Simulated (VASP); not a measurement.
Wanted: the native input for a VASP 6.6.1 run.

| Quantity | Value |
| --- | --- |
| Task | single point |
| Functional | r2SCAN |
| Potentials or basis | VASP PAW PBE potentials, release 64 (Na_pv) |
| Cutoff | 520 eV |
| k mesh | 8 × 8 × 3 |
| Occupations | fermi-dirac, width 0.05 eV |
| Spin | no spin polarisation |
| Dipole correction | no |
| Further INCAR settings | ALGO = Normal; EDIFF = 1e-06; NBANDS = 22 |

The system is Na.

```
Na
1.0
     3.72489    0.00000    0.00000
    -1.86244    3.22585    0.00000
     0.00000    0.00000   12.62035
Na
4
Direct
  0.66667 0.33333 0.75000
  0.00000 0.00000 0.50000
  0.33333 0.66667 0.25000
  0.00000 0.00000 0.00000
```

These files were run (other wordings do the same):

POSCAR

```
Na
1.0
    3.7248896839      0.0000000000      0.0000000000
   -1.8624448419      3.2258490925      0.0000000000
    0.0000000000      0.0000000000     12.6203525792
Na
4
Direct
    0.6666666667      0.3333333333      0.7500000000
    0.0000000000      0.0000000000      0.5000000000
    0.3333333333      0.6666666667      0.2500000000
    0.0000000000      0.0000000000      0.0000000000
```

INCAR.step1

```
SYSTEM = Na
PREC = Accurate
ENCUT = 520
ISMEAR = -1
SIGMA = 0.05
LREAL = .FALSE.
LASPH = .TRUE.
NELM = 60
NBANDS = 22
GGA = PE
ALGO = Normal
EDIFF = 1E-4
LWAVE = .TRUE.
LCHARG = .FALSE.
```

INCAR.step2

```
SYSTEM = Na
PREC = Accurate
ENCUT = 520
EDIFF = 1E-6
ISMEAR = -1
SIGMA = 0.05
LREAL = .FALSE.
LASPH = .TRUE.
NELM = 60
ALGO = Normal
ISIF = 2
LWAVE = .FALSE.
LCHARG = .TRUE.
METAGGA = R2SCAN
LMIXTAU = .TRUE.
LELF = .TRUE.
LVHAR = .TRUE.
NBANDS = 22
ISTART = 1
```

KPOINTS

```
regular mesh
0
G
  8 8 3
  0 0 0
```

Potentials or basis: VASP PAW PBE potentials, release 64 (Na_pv).

Command:

```sh
$ cat potpaw_PBE.64/Na_pv/POTCAR > POTCAR
$ cp INCAR.step1 INCAR
$ mpirun -np 1 vasp_std > vasp.out
$ cp INCAR.step2 INCAR
$ mpirun -np 1 vasp_std > vasp.out
```

Results of the run:

| Property | Result |
| --- | --- |
| Pressure | 0.0 GPa |
| Band gap on the k mesh | zero (band 14 reaches 1.48 eV, above the bottom of band 15 at -2.12 eV) |

Caveat: the PAW data sets were made with another functional, which shifts forces and pressure a little.

Wall time 2.1 min on 1 thread of Intel(R) Xeon(R) 6975P-C (Granite Rapids), with other jobs on the host, peak memory 0.29 GiB.
